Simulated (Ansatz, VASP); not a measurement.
# Al in VASP and in Ansatz

INCAR

```
SYSTEM = Al
PREC = Accurate
ENCUT = 520
EDIFF = 1E-6
ISMEAR = 0
SIGMA = 0.15
LREAL = .False.
LASPH = .True.
NELM = 60
ALGO = Fast
ISIF = 2
LWAVE = .False.
LCHARG = .True.
GGA = PE
IVDW = 12
LELF = .True.
LVHAR = .True.
NBANDS = 8
```

KPOINTS

```
regular mesh
0
Gamma
  22 22 22
  0 0 0
```

File POSCAR:

```
Al
1.0
    0.0000000000      2.2247699739      1.7646875433
    2.2247699739      0.0000000000      1.7646875433
    2.2247699739      2.2247699739      0.0000000000
Al
1
Direct
    0.0000000000      0.0000000000      0.0000000000
```

Input for Ansatz:

```yaml
crystal:
  lattice:
    - [0.0, 2.2247699739, 1.7646875433]
    - [2.2247699739, 0.0, 1.7646875433]
    - [2.2247699739, 2.2247699739, 0.0]
  atoms:
    - { symbol: Al, position: [0.0, 0.0, 0.0] }
basis:
  ecutwfc: 420
kpoints:
  mp_grid: { grid: [22, 22, 22] }
hamiltonian:
  xc: pbe
  pseudopotentials: { kind: paw, azcp: { folder: soft_1 } }
  dispersion: d3bj
scf:
  occupations: { method: gaussian, width: 0.15 }
output:
  forces: true
  stress: true
  eigenvalues: true
```

Alike in both runs: task single point; functional PBE; dispersion D3(BJ); k mesh 22 × 22 × 22; occupations gaussian, width 0.15 eV; no spin polarisation.

|  | VASP | Ansatz |
| --- | --- | --- |
| version | VASP 6.6.1 | Ansatz 0.2.0 |
| potentials or method | VASP PAW PBE potentials, release 64 (Al), cutoff 520 eV | scalar-relativistic, plane waves, PAW |
| valence electrons in the cell | 3 | 3 |

```tsv
	VASP	Ansatz	Ansatz less VASP
gap on the k mesh at the Fermi level (eV)	none	none	-
pressure (GPa)	-5.3	-5.3	0.00
traceless stress, the component that is largest in VASP (GPa)	3.28	3.26	-0.014
```

A gap of «none» marks a metal or a gap that the smearing closes.
